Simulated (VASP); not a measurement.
# Si3C (P-6m2) in VASP: density of states with PBE

Aim: the density of states of Si3C with PBE.

All numbers are computed with VASP 6.6.1; they aren't measurements. Logs are shortened: lines on timing, memory, paths and dates and some standing lists are left out, and cuts for length are marked.

## (1) The cell of the first run

It takes space group P-6m2 (No. 187, hexagonal). Conventional cell: a = 2.904 Å, b = 2.904 Å, c = 6.549 Å, α = 90.00°, β = 90.00°, γ = 120.00°. Si (site symmetry 3m) has 3 C at 2.07 Å and 4 Si at 2.44 to 2.65 Å within 2.7 Å. Si (site symmetry -6m2) has 12 Si at 2.65 to 2.90 Å and 2 C at 3.27 Å within 3.5 Å. C (site symmetry -6m2) has 6 Si at 2.07 Å within 2.7 Å.

## (2) Density of states, PBE

Input file POSCAR:

```
Si3C
1.0
    2.9040053532      0.0000000000      0.0000000000
   -1.4520026766      2.5149424086      0.0000000000
    0.0000000000      0.0000000000      6.5489231108
Si C
3 1
Direct
    0.3333333333      0.6666666667      0.6863997180
    0.3333333333      0.6666666667      0.3136002820
    0.6666666667      0.3333333333      0.0000000000
    0.6666666667      0.3333333333      0.5000000000
```

Input file INCAR.step1:

```
  ALGO = Normal
  EDIFF = 1E-6
  ENCUT = 520
  GGA = PE
  ISIF = 2
  ISMEAR = 0
  LASPH = T
  LCHARG = T
  LREAL = F
  LWAVE = F
  NBANDS = 16
  NELM = 80
  PREC = Accurate
  SIGMA = 0.1
```

Input file KPOINTS.step1:

```
k-points
0
Gamma
  18 18 8
```

Input file INCAR.step2:

```
  ALGO = Normal
  EDIFF = 1E-6
  ENCUT = 520
  GGA = PE
  ICHARG = 11
  ISIF = 2
  ISMEAR = -5
  LASPH = T
  LCHARG = F
  LORBIT = 10
  LREAL = F
  LWAVE = F
  NBANDS = 16
  NEDOS = 2001
  NELM = 80
  PREC = Accurate
  SIGMA = 0.1
```

Input file KPOINTS.step2:

```
k-points
0
Gamma
  27 27 12
```

Potentials or basis: VASP PAW PBE potentials, release 64 (Si, C).

Command:

```sh
cat potpaw_PBE.64/Si/POTCAR potpaw_PBE.64/C/POTCAR > POTCAR
cp INCAR.step1 INCAR
cp KPOINTS.step1 KPOINTS
mpirun -np 1 vasp_std > vasp.out
cp INCAR.step2 INCAR
cp KPOINTS.step2 KPOINTS
mpirun -np 1 vasp_std > vasp.out
```

OUTCAR:

```text
EDIFF = 1E-6
   ENCUT = 520
   GGA = PE
   ICHARG = 11
   ISIF = 2
   ISMEAR = -5
   LASPH = T
   LORBIT = 10
   LREAL = F
   NELM = 80
   PREC = Accurate

 ion  position               nearest neighbor table
   1  0.333  0.667  0.686-   4 2.07   4 2.07   4 2.07   2 2.44   3 2.65   3 2.65   3 2.65
   2  0.333  0.667  0.314-   4 2.07   4 2.07   4 2.07   1 2.44   3 2.65   3 2.65   3 2.65
   3  0.667  0.333  0.000-   1 2.65   2 2.65   1 2.65   2 2.65   1 2.65   2 2.65
   4  0.667  0.333  0.500-   1 2.07   2 2.07   1 2.07   2 2.07   1 2.07   2 2.07

  LATTYP: Found a hexagonal cell.
 ALAT       =     2.9040053532
 C/A-ratio  =     2.2551346552

  Lattice vectors:

 A1 = (   2.9040053532,   0.0000000000,   0.0000000000)
 A2 = (  -1.4520026766,   2.5149424086,   0.0000000000)
 A3 = (   0.0000000000,   0.0000000000,   6.5489231108)

Analysis of symmetry for initial positions (statically):
=====================================================================
 Subroutine PRICEL returns:
 Original cell was already a primitive cell.

 Routine SETGRP: Setting up the symmetry group for a
 hexagonal supercell.

 Subroutine GETGRP returns: Found 12 space group operations
 (whereof 12 operations were pure point group operations)
 out of a pool of 24 trial point group operations.

The static configuration has the point symmetry D_3h.

Analysis of symmetry for dynamics (positions and initial velocities):
=====================================================================
 Subroutine PRICEL returns:
 Original cell was already a primitive cell.

 Routine SETGRP: Setting up the symmetry group for a
 hexagonal supercell.

 Subroutine GETGRP returns: Found 12 space group operations
 (whereof 12 operations were pure point group operations)
 out of a pool of 24 trial point group operations.

The dynamic configuration has the point symmetry D_3h.

 Subroutine INISYM returns: Found 12 space group operations
 (whereof 12 operations are pure point group operations),
 and found     1 'primitive' translations

----------------------------------------------------------------------------------------

                                     Primitive cell

  volume of cell :      47.8294

  direct lattice vectors                    reciprocal lattice vectors
     2.904005353  0.000000000  0.000000000     0.344351982  0.198811710  0.000000000
[... 101 lines left out ...]
   TEBEG  =    0.0;   TEEND  =   0.0 temperature during run
   PSTRESS=    0.0 pullay stress
   NELECT =      16.0000    total number of electrons
   NUPDOWN=      -1.0000    fix difference up-down
   EMIN   =  10.00;   EMAX   =-10.00  energy-range for DOS
   EFERMI =   0.00;   METHOD = LEGACY
   ISMEAR =    -5;   SIGMA  =   0.10  broadening in eV -4-tet -1-fermi 0-gaus
   EFERMI_NEDOS =   21; number of points for ismear=-14 and -15
   IALGO  =     38    algorithm
   IMIX   =      4    mixing-type and parameters
     AMIX     =   0.40;   BMIX     =  1.00
     AMIX_MAG =   1.60;   BMIX_MAG =  1.00
  volume/ion in A,a.u.               =      11.96        80.69
  Fermi-wavevector in a.u.,A,eV,Ry     =   1.136448  2.147576 17.572127  1.291515
  Thomas-Fermi vector in A             =   2.273153
   LORBIT       =     10    0 simple, 1 ext, 2 COOP (PROOUT), +10 PAW based schemes
   GGA     = PE    functional components
   LHFCALC =     F    Hartree Fock is set to
   AEXX    =    0.0000 exact exchange contribution
   IVDW    =     0    specifies the selected vdW correction
   LEPSILON=     F    determine dielectric tensor
   LRPA    =     F    only Hartree local field effects (RPA)
 non-spin polarized calculation
 Fermi weights with tetrahedron method with Bloechl corrections
  energy-cutoff  :      520.00
  volume of cell :       47.83
 maximum number of plane-waves:      1333
 NGX is ok and might be reduce to    24

 number of electron      16.0000001 magnetization

 Free energy of the ion-electron system (eV)
  ---------------------------------------------------
  ext. energy  EPLUGINS =         0.00000000
  ---------------------------------------------------
  free energy    TOTEN  =       -22.65430198 eV

  energy without entropy =      -22.65430198  energy(sigma->0) =      -22.65430198

 E-fermi :  10.4850     XC(G=0): -11.5271

 val. band max:       10.6247881631   @ k =   0.3333   0.0741   0.5000
 cond. band min:      10.3028334618   @ k =   0.2593   0.0741   0.0000
 fundamental gap:     -0.3219547013
 Fermi energy:        10.4849755680

 k-point     1 :       0.0000    0.0000    0.0000
  band No.  band energies     occupation
      1      -6.4297      2.00000
      2      -1.7843      2.00000
      3      -1.4800      2.00000
      4       6.5855      2.00000
      5       8.3886      2.00000
      6       9.4498      2.00000
[... 433 lines left out ...]
      3       1.7294      2.00000
      4       1.7665      2.00000
      5       6.4202      2.00000
      6       6.6908      2.00000
[... 8 lines left out ...]
     15      17.3083      0.00000
     16      17.4540      0.00000

 [... further k-points ...]

------------------------ aborting loop because EDIFF is reached ----------------------------------------

  FORCE on cell =-STRESS in cart. coord.  units (eV):
  Direction    XX          YY          ZZ          XY          YZ          ZX
  --------------------------------------------------------------------------------------
  -------------------------------------------------------------------------------------
  Total       -0.0314138     -0.0314138      0.0377355      0.0000000     -0.0000000      0.0000000
  in kB       -1.0522910     -1.0522910      1.2640522      0.0000000     -0.0000000      0.0000000
  external PRESSURE =      -0.2801766 kB  Pullay stress =       0.0000000 kB

 VOLUME and BASIS-vectors are now :
 -----------------------------------------------------------------------------
  energy-cutoff  :      520.00
  volume of cell :       47.83
      direct lattice vectors                 reciprocal lattice vectors
     2.904005353  0.000000000  0.000000000     0.344351982  0.198811710  0.000000000
    -1.452002677  2.514942409  0.000000000     0.000000000  0.397623419  0.000000000
     0.000000000  0.000000000  6.548923111     0.000000000  0.000000000  0.152696861

 POSITION                                       TOTAL-FORCE (eV/Angst)
 -----------------------------------------------------------------------------------
     -0.00000      1.67663      4.49518        -0.000000      0.000000     -0.019768
     -0.00000      1.67663      2.05374        -0.000000      0.000000      0.019768
      1.45200      0.83831      0.00000         0.000000      0.000000      0.000000
      1.45200      0.83831      3.27446         0.000000      0.000000      0.000000
 -----------------------------------------------------------------------------------
    total drift:                               -0.000095      0.000055      0.000000

  FREE ENERGIE OF THE ION-ELECTRON SYSTEM (eV)
  ---------------------------------------------------
  free  energy   TOTEN  =       -22.6543019800 eV

  energy  without entropy=      -22.6543019800  energy(sigma->0) =      -22.65430198

 total charge

# of ion       s       p       d       tot
------------------------------------------
    1        0.772   0.770   0.000   1.543
    2        0.772   0.770   0.000   1.543
    3        0.845   0.709   0.000   1.554
    4        0.866   1.537   0.000   2.403
--------------------------------------------------
tot          3.256   3.787   0.000   7.043
```

OUTCAR.step1:

```text
EDIFF = 1E-6
   ENCUT = 520
   GGA = PE
   ISIF = 2
[... 687 lines left out ...]
     -0.00000      1.67663      4.49518        -0.000000     -0.000000     -0.012044
     -0.00000      1.67663      2.05374        -0.000000     -0.000000      0.012044
      1.45200      0.83831      0.00000        -0.000000      0.000000      0.000000
      1.45200      0.83831      3.27446         0.000000      0.000000      0.000000
 -----------------------------------------------------------------------------------
    total drift:                               -0.000000      0.000000      0.000000

  FREE ENERGIE OF THE ION-ELECTRON SYSTEM (eV)
  ---------------------------------------------------
  free  energy   TOTEN  =       -22.6558953627 eV

  energy  without entropy=      -22.6496870496  energy(sigma->0) =      -22.65279121
```

It took 3.5 min on 1 thread of AMD EPYC 9R45 (Zen 5), shared host; peak memory 0.4 GiB.

Results:

- Valence electrons inside the program's atomic spheres: Si 1.54, 1.55; C 2.40

Caveat: tetrahedron occupations give inexact forces and stress in metals.
